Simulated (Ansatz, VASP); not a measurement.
BiTe: VASP beside Ansatz

```
CELL_PARAMETERS angstrom
0.00000 3.31906 3.31906
3.31906 0.00000 3.31906
3.31906 3.31906 0.00000
ATOMIC_POSITIONS crystal
Bi 0.00000 0.00000 0.00000
Te 0.50000 0.50000 0.50000
```

Alike in both runs: task single point; functional PBE; k mesh 8 × 8 × 8; occupations gaussian, width 0.1 eV; no spin polarisation.

|  | VASP | Ansatz |
| --- | --- | --- |
| version | VASP 6.6.1 | Ansatz 0.2.0 |
| potentials or method | VASP PAW PBE potentials, release 64 (Bi_d, Te), cutoff 520 eV | plane waves, PAW |
| valence electrons in the cell | 21 | 31 |

|  | VASP | Ansatz | Ansatz less VASP |
| --- | --- | --- | --- |
| pressure (GPa) | -2.7 | -2.6 | +0.06 |

With one functional, cell and mesh, what is left measures potentials, basis and numerics. VASP's potentials hold 21 valence electrons a cell and Ansatz's 31, so a difference there can come from the potentials and not from the codes.

Spin-orbit coupling is off throughout.
